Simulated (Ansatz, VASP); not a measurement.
## Two plane-wave programs on P

```
CELL_PARAMETERS angstrom
3.23935 0.00000 0.00000
0.00000 34.38593 0.00000
0.00000 0.00000 4.56948
ATOMIC_POSITIONS crystal
P 0.50000 0.97026 0.90785
P 0.50000 0.02974 0.09215
P 0.00000 0.02974 0.40785
P 0.00000 0.97026 0.59215
```

Alike in both runs: task single point; functional PBEsol; k mesh 8 × 1 × 6; occupations fermi-dirac, width 0.05 eV; no spin polarisation.

```csv
,VASP,Ansatz
version,VASP 6.6.1,Ansatz 0.2.0
potentials or method,"VASP PAW PBE potentials, release 64 (P)",Ansatz PAW
plane-wave cutoff (eV),520,420
valence electrons in the cell,20,20
```

|  | VASP | Ansatz | Ansatz less VASP |
| --- | --- | --- | --- |
| gap on the k mesh at the Fermi level (eV) | 0.87 | 0.85 | -0.020 |
| least direct gap on the mesh (eV) | 0.87 | 0.86 | -0.013 |
| rms of the force components (eV/Å) | 0.345 | 0.356 | +0.0112 |

VASP's potentials were made for PBE, not for PBEsol. Atom by atom the forces differ by 0.012 eV/Å (rms over components).
